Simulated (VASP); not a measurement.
# Ti (I4/mmm) in VASP: further runs

Runs on Ti. Level: PBE. Tasks: single point.

All numbers are computed with VASP 6.6.1; they aren't measurements. Logs are shortened: lines on timing, memory, paths and dates and some standing lists are left out, and cuts for length are marked.

### Step 1. The cell of the first run

The structure is tetragonal, space group I4/mmm (No. 139). Conventional cell: a = 2.768 Å, b = 2.768 Å, c = 4.022 Å, α = 90.00°, β = 90.00°, γ = 90.00°. Within 3.6 Å of Ti (site symmetry 4/mmm) lie 12 Ti at 2.77 to 2.81 Å.

### Step 2. Single point, PBE (volume 15.407 Å^3 an atom, c/a of the conventional cell 1.4530)

The input, INCAR:

```
SYSTEM = Ti
PREC = Accurate
ENCUT = 520
EDIFF = 1E-6
ISMEAR = 0
SIGMA = 0.15
LREAL = .FALSE.
LASPH = .TRUE.
NELM = 100
ALGO = Fast
ISIF = 2
LWAVE = .FALSE.
LCHARG = .TRUE.
GGA = PE
LELF = .TRUE.
LVHAR = .TRUE.
NBANDS = 12
```

The input, KPOINTS:

```
Automatic mesh
0
G
  22 22 22
  0 0 0
```

The input, POSCAR:

```
Ti
1.0
   -1.3839832234      1.3839832234      2.0109276236
    1.3839832234     -1.3839832234      2.0109276236
    1.3839832234      1.3839832234     -2.0109276236
Ti
1
Direct
    0.0000000000      0.0000000000      0.0000000000
```

Potentials or basis: VASP PAW PBE potentials, release 64 (Ti_sv).

Run with:

```sh
$ cat potpaw_PBE.64/Ti_sv/POTCAR > POTCAR
$ mpirun -np 1 vasp_std > vasp.out
```

OUTCAR:

```text
SYSTEM = Ti
   PREC = Accurate
   ENCUT = 520
   EDIFF = 1E-6
   ISMEAR = 0
   LREAL = .FALSE.
   LASPH = .TRUE.
   NELM = 100
   ISIF = 2
   GGA = PE

 ion  position               nearest neighbor table
   1  0.000  0.000  0.000-

  LATTYP: Found a body centered tetragonal cell.
 ALAT       =     2.7679664468
 C/A-ratio  =     1.4530000000

  Lattice vectors:

 A1 = (  -1.3839832234,   1.3839832234,   2.0109276236)
 A2 = (   1.3839832234,  -1.3839832234,   2.0109276236)
 A3 = (   1.3839832234,   1.3839832234,  -2.0109276236)

Analysis of symmetry for initial positions (statically):
=====================================================================
 Subroutine PRICEL returns:
 Original cell was already a primitive cell.

 Routine SETGRP: Setting up the symmetry group for a
 body centered tetragonal supercell.

 Subroutine GETGRP returns: Found 16 space group operations
 (whereof 16 operations were pure point group operations)
 out of a pool of 16 trial point group operations.

The static configuration has the point symmetry D_4h.

Analysis of symmetry for dynamics (positions and initial velocities):
=====================================================================
 Subroutine PRICEL returns:
 Original cell was already a primitive cell.

 Routine SETGRP: Setting up the symmetry group for a
 body centered tetragonal supercell.

 Subroutine GETGRP returns: Found 16 space group operations
 (whereof 16 operations were pure point group operations)
 out of a pool of 16 trial point group operations.

The dynamic configuration has the point symmetry D_4h.

 Subroutine INISYM returns: Found 16 space group operations
 (whereof 16 operations are pure point group operations),
 and found     1 'primitive' translations

----------------------------------------------------------------------------------------

                                     Primitive cell

  volume of cell :      15.4070

  direct lattice vectors                    reciprocal lattice vectors
    -1.383983223  1.383983223  2.010927624     0.000000000  0.361276056  0.248641470
     1.383983223 -1.383983223  2.010927624     0.361276056  0.000000000  0.248641470
     1.383983223  1.383983223 -2.010927624     0.361276056  0.361276056  0.000000000

  length of vectors
     2.806180506  2.806180506  2.806180506     0.438569229  0.438569229  0.510921498

  position of ions in fractional coordinates (direct lattice)
     0.000000000  0.000000000  0.000000000

  ion indices of the primitive-cell ions
   primitive index   ion index
                 1           1

----------------------------------------------------------------------------------------

 KPOINTS: Automatic mesh

Automatic generation of k-mesh.
 Grid dimensions read from file:
 generate k-points for:   22   22   22

 Generating k-lattice:

  Cartesian coordinates                     Fractional coordinates (reciprocal lattice)
     0.000000000  0.016421639  0.011301885     0.045454545  0.000000000  0.000000000
     0.016421639  0.000000000  0.011301885     0.000000000  0.045454545  0.000000000
     0.016421639  0.016421639  0.000000000     0.000000000  0.000000000  0.045454545

  Length of vectors
     0.019934965  0.019934965  0.023223704

  Shift w.r.t. Gamma in fractional coordinates (k-lattice)
     0.000000000  0.000000000  0.000000000

 Subroutine IBZKPT returns following result:
 ===========================================

 Found    834 irreducible k-points:

 Following reciprocal coordinates:
            Coordinates               Weight
  0.000000  0.000000  0.000000      1.000000
  0.045455 -0.000000  0.000000      8.000000
  0.090909 -0.000000  0.000000      8.000000
  0.136364  0.000000 -0.000000      8.000000
  0.181818 -0.000000  0.000000      8.000000
  0.227273 -0.000000  0.000000      8.000000
[... 16 lines left out ...]
  0.500000  0.045455  0.000000     16.000000
 -0.454545  0.045455 -0.000000     16.000000
 [... further k-points ...]
   k-points           NKPTS =    834   k-points in BZ     NKDIM =    834   number of bands    NBANDS=     12
   number of dos      NEDOS =    301   number of ions     NIONS =      1
   total plane-waves  NPLWV =  13824
   dimension x,y,z NGX =    24 NGY =   24 NGZ =   24
   dimension x,y,z NGXF=    48 NGYF=   48 NGZF=   48
   ions per type =               1
   NGX,Y,Z   is equivalent  to a cutoff of  14.22, 14.22, 14.22 a.u.
   NGXF,Y,Z  is equivalent  to a cutoff of  28.44, 28.44, 28.44 a.u.
 SYSTEM =  Ti
   PREC   = accura    normal or accurate (medium, high low for compatibility)
   ISTART =      0    job   : 0-new  1-cont  2-samecut
   ICHARG =      2    charge: 1-file 2-atom 10-const
   ISPIN  =      1    spin polarized calculation?
   LNONCOLLINEAR =      F non collinear calculations
   LSORBIT =      F    spin-orbit coupling
   LASPH  =      T    aspherical Exc in radial PAW
   ENCUT  =  520.0 eV  38.22 Ry    6.18 a.u.   5.22  5.22  5.22*2*pi/ulx,y,z
   NELM   =    100;   NELMIN=  2; NELMDL= -5     # of ELM steps
   EDIFF  = 0.1E-05   stopping-criterion for ELM
   LREAL  =      F    real-space projection
   EDIFFG = 0.1E-04   stopping-criterion for IOM
   NSW    =      0    number of steps for IOM
   IBRION =     -1    ionic relax: 0-MD 1-quasi-New 2-CG
   NFREE  =      0    steps in history (QN), initial steepest desc. (CG)
   ISIF   =      2    stress and relaxation
   ISYM   =      2    0-nonsym 1-usesym 2-fastsym
   POTIM  = 0.5000    time-step for ionic-motion
   TEBEG  =    0.0;   TEEND  =   0.0 temperature during run
   PSTRESS=    0.0 pullay stress
   NELECT =      12.0000    total number of electrons
   NUPDOWN=      -1.0000    fix difference up-down
   EMIN   =  10.00;   EMAX   =-10.00  energy-range for DOS
   EFERMI =   0.00;   METHOD = LEGACY
   ISMEAR =     0;   SIGMA  =   0.15  broadening in eV -4-tet -1-fermi 0-gaus
   EFERMI_NEDOS =   21; number of points for ismear=-14 and -15
   IALGO  =     68    algorithm
   IMIX   =      4    mixing-type and parameters
     AMIX     =   0.40;   BMIX     =  1.00
     AMIX_MAG =   1.60;   BMIX_MAG =  1.00
  volume/ion in A,a.u.               =      15.41       103.97
  Fermi-wavevector in a.u.,A,eV,Ry     =   1.506246  2.846392 30.868582  2.268777
  Thomas-Fermi vector in A             =   2.616989
   LORBIT       =      0    0 simple, 1 ext, 2 COOP (PROOUT), +10 PAW based schemes
   GGA     = PE    functional components
   LHFCALC =     F    Hartree Fock is set to
   AEXX    =    0.0000 exact exchange contribution
   IVDW    =     0    specifies the selected vdW correction
   LEPSILON=     F    determine dielectric tensor
   LRPA    =     F    only Hartree local field effects (RPA)
 non-spin polarized calculation
 RMM-DIIS sequential band-by-band and
 Gauss-broadening in eV      SIGMA  =   0.15
  energy-cutoff  :      520.00
  volume of cell :       15.41
 maximum number of plane-waves:       430
 NGX is ok and might be reduce to    24
   NGX = 11   NGY = 11   NGZ = 11

 number of electron      11.9999998 magnetization

 Free energy of the ion-electron system (eV)
  ---------------------------------------------------
  ext. energy  EPLUGINS =         0.00000000
  ---------------------------------------------------
  free energy    TOTEN  =        -7.69983071 eV

  energy without entropy =       -7.68254089  energy(sigma->0) =       -7.69118580

 E-fermi :   9.5576     XC(G=0): -12.0741

 val. band max:        9.5566038416   @ k =  -0.0909   0.2273   0.0455
 cond. band min:       9.5581671215   @ k =  -0.1364   0.1818   0.0909
 fundamental gap:      0.0015632799
 Fermi energy:         9.5575742770

 k-point     1 :       0.0000    0.0000    0.0000
  band No.  band energies     occupation
      1     -46.9635      2.00000
      2     -22.6582      2.00000
      3     -22.6519      2.00000
      4     -22.6519      2.00000
      5       3.1967      2.00000
      6      10.3379      0.00000
      7      10.5845      0.00000
      8      10.5845      0.00000
      9      12.2652      0.00000
     10      12.5593      0.00000
     11      25.4852      0.00000
     12      30.0396      0.00000

 k-point     2 :       0.0455   -0.0000    0.0000
  band No.  band energies     occupation
      1     -46.9595      2.00000
      2     -22.6752      2.00000
      3     -22.6586      2.00000
      4     -22.6540      2.00000
      5       3.2723      2.00000
      6      10.3381      0.00000
      7      10.5631      0.00000
      8      10.6134      0.00000
      9      12.2477      0.00000
     10      12.5368      0.00000
     11      25.5672      0.00000
     12      29.7683      0.00000

 k-point     3 :       0.0909   -0.0000    0.0000
  band No.  band energies     occupation
      1     -46.9480      2.00000
      2     -22.7354      2.00000
      3     -22.6673      2.00000
      4     -22.6603      2.00000
      5       3.4950      2.00000
      6      10.2729      0.00000
      7      10.5662      0.00000
      8      10.6934      0.00000
      9      12.2059      0.00000
     10      12.4782      0.00000
     11      25.7769      0.00000
     12      28.6815      0.00000

 k-point     4 :       0.1364    0.0000   -0.0000
  band No.  band energies     occupation
      1     -46.9299      2.00000
      2     -22.8302      2.00000
      3     -22.6805      2.00000
      4     -22.6702      2.00000
      5       3.8519      2.00000
      6      10.0990      0.00000
      7      10.6373      0.00000
      8      10.8024      0.00000
      9      12.1726      0.00000
     10      12.4118      0.00000
     11      25.9695      0.00000
     12      27.4371      0.00000

 k-point     5 :       0.1818   -0.0000    0.0000
  band No.  band energies     occupation
      1     -46.9064      2.00000
      2     -22.9507      2.00000
      3     -22.6973      2.00000
      4     -22.6829      2.00000
      5       4.3206      2.00000
      6       9.8836      0.00212
      7      10.7010      0.00000
      8      10.8987      0.00000
      9      12.2011      0.00000
     10      12.3860      0.00000
     11      25.5712      0.00000
     12      26.7045      0.00000
[... 228 lines left out ...]
      1     -46.7751      2.00000
      2     -23.5762      2.00000
      3     -22.7941      2.00000
      4     -22.7629      2.00000
      5       6.6559      2.00000
      6      10.0527      0.00000
      7      10.3280      0.00000
      8      10.5603      0.00000
      9      13.4209      0.00000
     10      13.7091      0.00000
     11      19.7095      0.00000
     12      24.9876      0.00000

 k-point    22 :       0.4545    0.0455    0.0000
  band No.  band energies     occupation
      1     -46.7656      2.00000
      2     -23.6201      2.00000
      3     -22.8002      2.00000
      4     -22.7680      2.00000
      5       6.7311      2.00000
      6      10.1472      0.00000
      7      10.3442      0.00000
      8      10.6045      0.00000
      9      13.6164      0.00000
     10      13.8152      0.00000
     11      19.1636      0.00000
     12      24.8063      0.00000

 k-point    23 :       0.5000    0.0455    0.0000
  band No.  band energies     occupation
      1     -46.7641      2.00000
      2     -23.6272      2.00000
      3     -22.8017      2.00000
      4     -22.7680      2.00000
      5       6.7408      2.00000
      6      10.1584      0.00000
      7      10.3395      0.00000
      8      10.6243      0.00000
      9      13.6861      0.00000
     10      13.7980      0.00000
     11      19.0745      0.00000
     12      24.7783      0.00000

 k-point    24 :      -0.4545    0.0455   -0.0000
  band No.  band energies     occupation
      1     -46.7707      2.00000
      2     -23.5971      2.00000
      3     -22.7983      2.00000
      4     -22.7630      2.00000
      5       6.6918      2.00000
      6      10.1167      0.00000
      7      10.3153      0.00000
      8      10.5649      0.00000
      9      13.5830      0.00000
     10      13.6899      0.00000
     11      19.4675      0.00000
     12      24.9065      0.00000

 [... further k-points ...]

------------------------ aborting loop because EDIFF is reached ----------------------------------------

  FORCE on cell =-STRESS in cart. coord.  units (eV):
  Direction    XX          YY          ZZ          XY          YZ          ZX
  --------------------------------------------------------------------------------------
  -------------------------------------------------------------------------------------
  Total        1.5196142      1.5196142      1.4276144      0.0000000      0.0000000      0.0000000
  in kB      158.0250164    158.0250164    148.4579410      0.0000000      0.0000000      0.0000000
  external PRESSURE =     154.8359912 kB  Pullay stress =       0.0000000 kB

 VOLUME and BASIS-vectors are now :
 -----------------------------------------------------------------------------
  energy-cutoff  :      520.00
  volume of cell :       15.41
      direct lattice vectors                 reciprocal lattice vectors
    -1.383983223  1.383983223  2.010927624     0.000000000  0.361276056  0.248641470
     1.383983223 -1.383983223  2.010927624     0.361276056  0.000000000  0.248641470
     1.383983223  1.383983223 -2.010927624     0.361276056  0.361276056  0.000000000

 POSITION                                       TOTAL-FORCE (eV/Angst)
 -----------------------------------------------------------------------------------
      0.00000      0.00000      0.00000         0.000000      0.000000     -0.000000
 -----------------------------------------------------------------------------------
    total drift:                                0.000000      0.000000     -0.000000

  FREE ENERGIE OF THE ION-ELECTRON SYSTEM (eV)
  ---------------------------------------------------
  free  energy   TOTEN  =        -7.6998307075 eV

  energy  without entropy=       -7.6825408919  energy(sigma->0) =       -7.69118580
```

It took 86 s on 1 thread of Intel Xeon 6975P-C (Granite Rapids), shared host; peak memory 0.27 GiB.

Results:

```yaml
Free_energy: -7.6998 eV
Pressure: 15.5 GPa
Band_gap_on_the_k_mesh: zero (band 6 reaches 10.43 eV, above the bottom of band 7 at 8.98 eV)
```

Stress tensor (GPa, compression positive):
```
15.80  0.00  0.00
 0.00 15.80  0.00
 0.00  0.00 14.85
```

Levels at points of the mesh, in eV from the Fermi level:
| k point | band 4 | band 5 | band 6 | band 7 | band 8 | band 9 |
| --- | --- | --- | --- | --- | --- | --- |
| (0.00, 0.00, 0.00) | -32.21 | -6.36 | 0.78 | 1.03 | 1.03 | 2.71 |
| (0.50, 0.00, 0.00) | -32.31 | -2.87 | 0.66 | 0.93 | 0.98 | 4.07 |
| (0.50, 0.50, 0.00) | -32.54 | -3.02 | -2.08 | 3.64 | 4.10 | 4.36 |
| (0.50, 0.50, 0.50) | -32.52 | -3.02 | -2.02 | 3.09 | 4.13 | 4.44 |

### Step 3. Single point, PBE (volume 14.488 Å^3 an atom, c/a of the conventional cell 1.4530)

The input, INCAR:

```
PREC = Accurate ; ENCUT = 520
EDIFF = 1E-6 ; ISMEAR = 0
SIGMA = 0.15 ; LREAL = False
LASPH = True ; NELM = 60
ALGO = Fast ; ISIF = 2
LWAVE = False ; LCHARG = False
GGA = PE ; NBANDS = 12
```

The input, KPOINTS:

```
Automatic mesh
0
Gamma
  22 22 22
```

The input, POSCAR:

```
Ti
1.0
   -1.3558998434      1.3558998434      1.9701224724
    1.3558998434     -1.3558998434      1.9701224724
    1.3558998434      1.3558998434     -1.9701224724
Ti
1
Direct
    0.0000000000      0.0000000000      0.0000000000
```

Potentials or basis: VASP PAW PBE potentials, release 64 (Ti_sv).

Run with:

```sh
$ cat potpaw_PBE.64/Ti_sv/POTCAR > POTCAR
$ mpirun -np 1 vasp_std > vasp.out
```

It took 2.2 min on 1 thread of Intel Xeon 6975P-C, shared host; peak memory 0.25 GiB.

The run converged. Its results:

* Free energy: -7.5817 eV
* Pressure: 26.0 GPa
* Band gap on the k mesh: zero (band 6 reaches 11.19 eV, above the bottom of band 7 at 9.67 eV)

Stress tensor (GPa, compression positive):
```
26.29  0.00  0.00
 0.00 26.29  0.00
 0.00  0.00 25.37
```

Levels at points of the mesh, in eV from the Fermi level:
| k point | band 2 | band 3 | band 4 | band 5 | band 6 | band 7 | band 8 | band 9 | band 10 | band 11 |
| --- | --- | --- | --- | --- | --- | --- | --- | --- | --- | --- |
| (0.00, 0.00, 0.00) | -32.03 | -32.02 | -32.02 | -6.47 | 0.79 | 1.05 | 1.05 | 2.88 | 3.20 | 16.27 |
| (0.50, 0.00, 0.00) | -33.21 | -32.19 | -32.14 | -3.04 | 0.65 | 0.94 | 1.21 | 4.36 | 4.48 | 10.26 |
| (0.50, 0.50, 0.00) | -33.12 | -32.47 | -32.42 | -3.29 | -2.30 | 4.03 | 4.40 | 4.68 | 4.89 | 13.29 |
| (0.50, 0.50, 0.50) | -33.12 | -32.39 | -32.39 | -3.28 | -2.23 | 3.46 | 4.43 | 4.77 | 4.77 | 12.53 |

[end of part 1 of 2]
